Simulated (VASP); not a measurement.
# Si16O (a cell with a defect) in VASP: a series of runs

Runs on Si16O (a cell with a defect). Level: PBE. Tasks: single point.

Program: VASP 6.6.1. These are calculated values, not measurements. Logs are shortened: lines on timing, memory, paths and dates and some standing lists are left out, and cuts for length are marked.

### Step 1. The cell of the first run

The cell holds a defect, 17 atoms: a = 7.736 Å, b = 7.736 Å, c = 7.736 Å, α = 60.00°, β = 60.00°, γ = 60.00°.

### Step 2. Single point, PBE

File INCAR:

```
SYSTEM = Si16O
ALGO     = Normal         ! electronic algorithm
EDIFF    = 1E-6           ! SCF threshold, eV
ENCUT    = 520            ! plane-wave cutoff, eV
GGA      = PE             ! functional
ISIF     = 2              ! what is computed and relaxed
ISMEAR   = 0              ! smearing method
LASPH    = .True.         ! aspherical terms in the spheres
LCHARG   = .False.        ! write CHGCAR
LREAL    = Auto         
LWAVE    = .False.        ! write WAVECAR
NBANDS   = 49             ! bands
NELM     = 60             ! most SCF steps
PREC     = Accurate       ! precision mode
SIGMA    = 0.02           ! smearing width, eV
```

File KPOINTS:

```
k-points
0
Gamma
  2 2 2
  0 0 0
```

File POSCAR:

```
Si16O
1.0
    0.0000000000      5.4700937548     -5.4700937548
    5.4700937548      5.4700937548      0.0000000000
    5.4700937548      0.0000000000     -5.4700937548
Si O
16 1
Direct
    0.1657629451      0.1321073964      0.1235710930
    0.1253311967      0.6292461470      0.1170532516
    0.6362049034      0.0862685250      0.1016927098
    0.6245245670      0.6032908453      0.0993915777
    0.1313065906      0.1251080330      0.6294014149
    0.1309761306      0.6284051017      0.6127283608
    0.6303623863      0.1266604931      0.6176442764
    0.6273748766      0.6249688086      0.6049445217
    0.2525704933      0.7566872093      0.2380137214
    0.2790100249      0.2572769123      0.2555880553
    0.7498209922      0.7162590075      0.2315225296
    0.7956262661      0.2459906762      0.2527097536
    0.2533287573      0.7508925323      0.7423624166
    0.2568673838      0.2543199490      0.7501428406
    0.7568290132      0.7504810521      0.7254931675
    0.7551469278      0.2514559754      0.7366985600
   -0.1870525645      0.0697761215      0.1765708648
```

Potentials or basis: VASP PAW PBE potentials, release 64 (Si, O).

Run with:

```sh
> cat potpaw_PBE.64/Si/POTCAR potpaw_PBE.64/O/POTCAR > POTCAR
> mpirun -np 1 vasp_std > vasp.out
```

OUTCAR:

```text
SYSTEM = Si16O
   EDIFF = 1E-6
   ENCUT = 520
   GGA = PE
   ISIF = 2
   ISMEAR = 0
   LASPH = .True.
   LREAL = Auto
   NELM = 60
   PREC = Accurate

 ion  position               nearest neighbor table
   1  0.166  0.132  0.124-  12 2.34  10 2.34  14 2.37   9 2.40
   2  0.125  0.629  0.117-  13 2.37  10 2.37   9 2.37  11 2.40
   3  0.636  0.086  0.102-  17 1.66  16 2.33  10 2.33  11 2.34  12 2.97
   4  0.625  0.603  0.099-  12 2.33  11 2.34   9 2.37  15 2.37
   5  0.131  0.125  0.629-  13 2.37  10 2.37  14 2.37  16 2.38
   6  0.131  0.628  0.613-  14 2.37  13 2.37  15 2.37   9 2.37
   7  0.630  0.127  0.618-  12 2.33  16 2.33  14 2.36  15 2.38
   8  0.627  0.625  0.605-  16 2.36  13 2.36  15 2.37  11 2.37
   9  0.253  0.757  0.238-   6 2.37   4 2.37   2 2.37   1 2.40
  10  0.279  0.257  0.256-   3 2.33   1 2.34   2 2.37   5 2.37
  11  0.750  0.716  0.232-   3 2.34   4 2.34   8 2.37   2 2.40
  12  0.796  0.246  0.253-  17 1.66   7 2.33   4 2.33   1 2.34   3 2.97
  13  0.253  0.751  0.742-   8 2.36   6 2.37   5 2.37   2 2.37
  14  0.257  0.254  0.750-   7 2.36   6 2.37   5 2.37   1 2.37
  15  0.757  0.750  0.725-   6 2.37   4 2.37   8 2.37   7 2.38
  16  0.755  0.251  0.737-   3 2.33   7 2.33   8 2.36   5 2.38
  17  0.813  0.070  0.177-  12 1.66   3 1.66

  LATTYP: Found a face centered cubic cell.
 ALAT       =    10.9401875096

  Lattice vectors:

 A1 = (   0.0000000000,   5.4700937548,  -5.4700937548)
 A2 = (   5.4700937548,   5.4700937548,   0.0000000000)
 A3 = (   5.4700937548,   0.0000000000,  -5.4700937548)

Analysis of symmetry for initial positions (statically):
=====================================================================
 Subroutine PRICEL returns:
 Original cell was already a primitive cell.

 Routine SETGRP: Setting up the symmetry group for a
 face centered cubic supercell.

 Subroutine GETGRP returns: Found  1 space group operations
 (whereof  1 operations were pure point group operations)
 out of a pool of 48 trial point group operations.

The static configuration has the point symmetry C_1 .

Analysis of symmetry for dynamics (positions and initial velocities):
=====================================================================
 Subroutine PRICEL returns:
 Original cell was already a primitive cell.

 Routine SETGRP: Setting up the symmetry group for a
 face centered cubic supercell.

 Subroutine GETGRP returns: Found  1 space group operations
 (whereof  1 operations were pure point group operations)
 out of a pool of 48 trial point group operations.

The dynamic configuration has the point symmetry C_1 .

 Subroutine INISYM returns: Found  1 space group operations
 (whereof  1 operations are pure point group operations),
 and found     1 'primitive' translations

----------------------------------------------------------------------------------------

                                     Primitive cell

  volume of cell :     327.3515

  direct lattice vectors                    reciprocal lattice vectors
     0.000000000  5.470093755 -5.470093755    -0.091406112  0.091406112 -0.091406112
     5.470093755  5.470093755  0.000000000     0.091406112  0.091406112  0.091406112
     5.470093755  0.000000000 -5.470093755     0.091406112 -0.091406112 -0.091406112

  length of vectors
     7.735880775  7.735880775  7.735880775     0.158320029  0.158320029  0.158320029

  position of ions in fractional coordinates (direct lattice)
     0.165762945  0.132107396  0.123571093
     0.125331197  0.629246147  0.117053252
     0.636204903  0.086268525  0.101692710
     0.624524567  0.603290845  0.099391578
     0.131306591  0.125108033  0.629401415
     0.130976131  0.628405102  0.612728361
[... 9 lines left out ...]
     0.755146928  0.251455975  0.736698560
     0.812947435  0.069776121  0.176570865

  ion indices of the primitive-cell ions
   primitive index   ion index
                 1           1
                 2           2
                 3           3
                 4           4
                 5           5
                 6           6
[... 9 lines left out ...]
                16          16
                17          17

----------------------------------------------------------------------------------------

 KPOINTS: k-points

Automatic generation of k-mesh.
 Grid dimensions read from file:
 generate k-points for:    2    2    2

 Generating k-lattice:

  Cartesian coordinates                     Fractional coordinates (reciprocal lattice)
    -0.045703056  0.045703056 -0.045703056     0.500000000  0.000000000  0.000000000
     0.045703056  0.045703056  0.045703056     0.000000000  0.500000000  0.000000000
     0.045703056 -0.045703056 -0.045703056     0.000000000  0.000000000  0.500000000

  Length of vectors
     0.079160015  0.079160015  0.079160015

  Shift w.r.t. Gamma in fractional coordinates (k-lattice)
     0.000000000  0.000000000  0.000000000

 Subroutine IBZKPT returns following result:
 ===========================================

 Found      8 irreducible k-points:

 Following reciprocal coordinates:
            Coordinates               Weight
  0.000000  0.000000  0.000000      1.000000
  0.500000  0.000000  0.000000      1.000000
  0.000000  0.500000  0.000000      1.000000
  0.000000  0.000000  0.500000      1.000000
  0.500000  0.500000  0.500000      1.000000
  0.500000  0.500000  0.000000      1.000000
  0.000000  0.500000  0.500000      1.000000
  0.500000  0.000000  0.500000      1.000000
   k-points           NKPTS =      8   k-points in BZ     NKDIM =      8   number of bands    NBANDS=     49
   number of dos      NEDOS =    301   number of ions     NIONS =     17
   total plane-waves  NPLWV = 216000
   dimension x,y,z NGX =    60 NGY =   60 NGZ =   60
   dimension x,y,z NGXF=   120 NGYF=  120 NGZF=  120
   ions per type =              16   1
   NGX,Y,Z   is equivalent  to a cutoff of  12.89, 12.89, 12.89 a.u.
   NGXF,Y,Z  is equivalent  to a cutoff of  25.79, 25.79, 25.79 a.u.
 SYSTEM =  Si16O
   PREC   = accura    normal or accurate (medium, high low for compatibility)
   ISTART =      0    job   : 0-new  1-cont  2-samecut
   ICHARG =      2    charge: 1-file 2-atom 10-const
   ISPIN  =      1    spin polarized calculation?
   LNONCOLLINEAR =      F non collinear calculations
   LSORBIT =      F    spin-orbit coupling
   LASPH  =      T    aspherical Exc in radial PAW
   ENCUT  =  520.0 eV  38.22 Ry    6.18 a.u.  14.38 14.38 14.38*2*pi/ulx,y,z
   NELM   =     60;   NELMIN=  2; NELMDL= -5     # of ELM steps
   EDIFF  = 0.1E-05   stopping-criterion for ELM
   LREAL  =      T    real-space projection
   EDIFFG = 0.1E-04   stopping-criterion for IOM
   NSW    =      0    number of steps for IOM
[... 5 lines left out ...]
   TEBEG  =    0.0;   TEEND  =   0.0 temperature during run
   PSTRESS=    0.0 pullay stress
   NELECT =      70.0000    total number of electrons
   NUPDOWN=      -1.0000    fix difference up-down
   EMIN   =  10.00;   EMAX   =-10.00  energy-range for DOS
   EFERMI =   0.00;   METHOD = LEGACY
   ISMEAR =     0;   SIGMA  =   0.02  broadening in eV -4-tet -1-fermi 0-gaus
   EFERMI_NEDOS =   21; number of points for ismear=-14 and -15
   IALGO  =     38    algorithm
   IMIX   =      4    mixing-type and parameters
     AMIX     =   0.40;   BMIX     =  1.00
     AMIX_MAG =   1.60;   BMIX_MAG =  1.00
  volume/ion in A,a.u.               =      19.26       129.95
  Fermi-wavevector in a.u.,A,eV,Ry     =   0.978970  1.849985 13.039584  0.958382
  Thomas-Fermi vector in A             =   2.109787
   LORBIT       =      0    0 simple, 1 ext, 2 COOP (PROOUT), +10 PAW based schemes
   GGA     = PE    functional components
   LHFCALC =     F    Hartree Fock is set to
   AEXX    =    0.0000 exact exchange contribution
   IVDW    =     0    specifies the selected vdW correction
   LEPSILON=     F    determine dielectric tensor
   LRPA    =     F    only Hartree local field effects (RPA)
 non-spin polarized calculation
 Gauss-broadening in eV      SIGMA  =   0.02
  energy-cutoff  :      520.00
  volume of cell :      327.35
 maximum number of plane-waves:      8824
 NGX is ok and might be reduce to    60
   NGX = 29   NGY = 29   NGZ = 29

 number of electron      70.0000000 magnetization

 Free energy of the ion-electron system (eV)
  ---------------------------------------------------
  ext. energy  EPLUGINS =         0.00000000
  ---------------------------------------------------
  free energy    TOTEN  =       -92.84626318 eV

  energy without entropy =      -92.84626318  energy(sigma->0) =      -92.84626318

 E-fermi :   5.8149     XC(G=0):  -9.4385

 val. band max:        5.6600086026   @ k =   0.0000   0.0000   0.0000
 cond. band min:       6.1747178523   @ k =   0.0000   0.0000   0.0000
 fundamental gap:      0.5147092497
 Fermi energy:         5.8148674993

 k-point     1 :       0.0000    0.0000    0.0000
  band No.  band energies     occupation
      1     -14.6060      2.00000
      2      -5.8960      2.00000
      3      -4.5507      2.00000
      4      -3.8218      2.00000
      5      -3.8008      2.00000
      6      -3.4569      2.00000
[... 39 lines left out ...]
     46       8.4341      0.00000
     47       8.4404      0.00000

 k-point     2 :       0.5000    0.0000    0.0000
  band No.  band energies     occupation
      1     -14.6057      2.00000
      2      -5.3527      2.00000
      3      -5.0196      2.00000
      4      -4.4853      2.00000
      5      -3.4889      2.00000
      6      -3.4421      2.00000
[... 39 lines left out ...]
     46       9.5167      0.00000
     47       9.6459      0.00000

 k-point     3 :       0.0000    0.5000    0.0000
  band No.  band energies     occupation
      1     -14.6057      2.00000
      2      -5.3525      2.00000
      3      -5.0194      2.00000
      4      -4.4854      2.00000
      5      -3.4895      2.00000
      6      -3.4418      2.00000
[... 239 lines left out ...]
     46       9.9752      0.00000
     47      10.2327      0.00000

 k-point     8 :       0.5000    0.0000    0.5000
  band No.  band energies     occupation
      1     -14.6055      2.00000
      2      -5.2442      2.00000
      3      -4.8046      2.00000
      4      -4.5052      2.00000
      5      -4.1103      2.00000
      6      -4.0821      2.00000
[... 39 lines left out ...]
     46       9.9774      0.00000
     47      10.2320      0.00000
 [bands above 47 left out]

------------------------ aborting loop because EDIFF is reached ----------------------------------------

  FORCE on cell =-STRESS in cart. coord.  units (eV):
  Direction    XX          YY          ZZ          XY          YZ          ZX
  --------------------------------------------------------------------------------------
  -------------------------------------------------------------------------------------
  Total        4.7400532      5.2960746      4.7461230      2.4853006     -2.4733698     -3.1601812
  in kB       23.1995463     25.9209177     23.2292541     12.1639662    -12.1055723    -15.4670777
  external PRESSURE =      24.1165727 kB  Pullay stress =       0.0000000 kB

 VOLUME and BASIS-vectors are now :
 -----------------------------------------------------------------------------
  energy-cutoff  :      520.00
  volume of cell :      327.35
      direct lattice vectors                 reciprocal lattice vectors
     0.000000000  5.470093755 -5.470093755    -0.091406112  0.091406112 -0.091406112
     5.470093755  5.470093755  0.000000000     0.091406112  0.091406112  0.091406112
     5.470093755  0.000000000 -5.470093755     0.091406112 -0.091406112 -0.091406112

 POSITION                                       TOTAL-FORCE (eV/Angst)
 -----------------------------------------------------------------------------------
      1.39859      1.62938     -1.58268         0.001467     -0.006037      0.000477
      4.08233      4.12761     -1.32587         0.001752     -0.002874      0.001323
      1.02817      3.95200     -4.03637        -0.016765     -0.025630      0.042038
      3.84374      6.71627     -3.95989         0.002073     -0.001347     -0.005888
      4.12724      1.40261     -4.16114         0.002021     -0.002369     -0.001530
      6.78912      4.15389     -4.06813        -0.002575     -0.000424     -0.001452
[... 9 lines left out ...]
      5.40530      5.50621     -8.16053         0.001797     -0.004115     -0.000913
      1.34754      4.82858     -5.41276        -0.018442      0.002414     -0.022359
 -----------------------------------------------------------------------------------
    total drift:                               -0.001972      0.000168     -0.003403

  FREE ENERGIE OF THE ION-ELECTRON SYSTEM (eV)
  ---------------------------------------------------
  free  energy   TOTEN  =       -92.8462631823 eV

  energy  without entropy=      -92.8462631823  energy(sigma->0) =      -92.84626318
```

It took 4.4 min on 1 thread of Intel Xeon Platinum 8375C at 2.90GHz (Ice Lake), shared host; peak memory 0.48 GiB.

What came out:

```
Free energy            : -92.8463 eV
Pressure               : 2.4 GPa
Largest force          : 0.053 eV/Å
Band gap on the k mesh : 0.51 eV
```

Forces in eV/Å, atoms in the order of the input:
```
Si   0.001 -0.006  0.000
Si   0.002 -0.003  0.001
Si  -0.017 -0.026  0.042
Si   0.002 -0.001 -0.006
Si   0.002 -0.002 -0.002
Si  -0.003  0.000 -0.001
Si  -0.001  0.002  0.002
Si  -0.001  0.000 -0.001
Si   0.000  0.001  0.000
Si  -0.006  0.000  0.006
Si  -0.004  0.003 -0.003
Si   0.041  0.026 -0.023
Si  -0.002  0.004  0.001
Si   0.001  0.003  0.002
Si   0.001  0.000  0.003
Si   0.002 -0.004 -0.001
O   -0.018  0.002 -0.022
```

Stress tensor (GPa, compression positive):
```
 2.32  1.22 -1.55
 1.22  2.59 -1.21
-1.55 -1.21  2.32
```

Caveat: the k points lie up to 0.50 Å⁻¹ apart.

(Part 1 of 2 ends here.)
